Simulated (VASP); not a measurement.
**Mo: relaxation of cell and atoms with BLYP+D4**

Mo:

```
CELL_PARAMETERS angstrom
-1.58381 1.58381 1.58381
1.58381 -1.58381 1.58381
1.58381 1.58381 -1.58381
ATOMIC_POSITIONS crystal
Mo 0.00000 0.00000 0.00000
```

```json
{"Program": "VASP 6.6.1", "Task": "relaxation of cell and atoms", "Functional": "BLYP", "Dispersion": "D4", "Potentials or basis": "VASP PAW PBE potentials, release 64 (Mo_sv)", "Cutoff": "600 eV", "k mesh": "12 × 12 × 12", "Occupations": "fermi-dirac, width 0.05 eV", "Spin": "no spin polarisation", "Dipole correction": "no", "Further INCAR settings": "ALGO = Normal; EDIFF = 1e-06; IBRION = 2; EDIFFG = -0.02; NSW = 80; ISIF = 3"}
```

The relaxed volume is 15.73 Å³/atom, the relaxed cell is a = 2.734 Å, b = 2.734 Å, c = 2.734 Å, α = 109.47°, β = 109.47°, γ = 109.47° and the space group after relaxing (to 0.05 Å) is Im-3m (No. 229). The energy gained by relaxing is 1.3 meV/atom. The ionic steps are 3. The pressure after relaxing is 0.0 GPa and the band gap on the k mesh is zero (band 7 reaches 16.89 eV, above the bottom of band 8 at 11.62 eV). The dispersion energy per atom is -1.156 eV.

Step by step:
```tsv
step	energy change (eV)	largest force (eV/Å)	pressure (GPa)	volume (Å³)
1	0.0000	0.0000	-2.61	15.89
2	0.0086	0.0000	7.64	15.30
3	-0.0013	0.0000	-0.03	15.73
```

Final structure:
```xyz
1
Lattice="-1.5785 1.5785 1.5785 1.5785 -1.5785 1.5785 1.5785 1.5785 -1.5785" Properties=species:S:1:pos:R:3 pbc="T T T"
Mo    0.0000    0.0000    0.0000
```

Levels at points of the mesh, in eV from the Fermi level:
```csv
k point,band 3,band 4,band 5,band 6,band 7,band 8,band 9,band 10,band 11
"(0.00, 0.00, 0.00)",-34.47,-34.47,-6.96,-1.37,-1.37,-1.37,1.66,1.66,15.05
"(0.50, 0.00, 0.00)",-34.91,-34.48,-5.17,-3.36,1.66,1.91,2.28,4.65,11.60
"(0.50, 0.50, 0.50)",-35.43,-35.43,-5.28,-5.28,3.90,3.90,3.90,9.23,9.23
```

It took 22 s on 1 thread of Intel(R) Xeon(R) Platinum 8488C (Sapphire Rapids), with other jobs on the host, peak memory 0.16 GiB.

Caveat: the PAW data sets were made with another functional, which shifts forces and pressure a little; pairwise dispersion overbinds metals, which lowers pressure and volume.
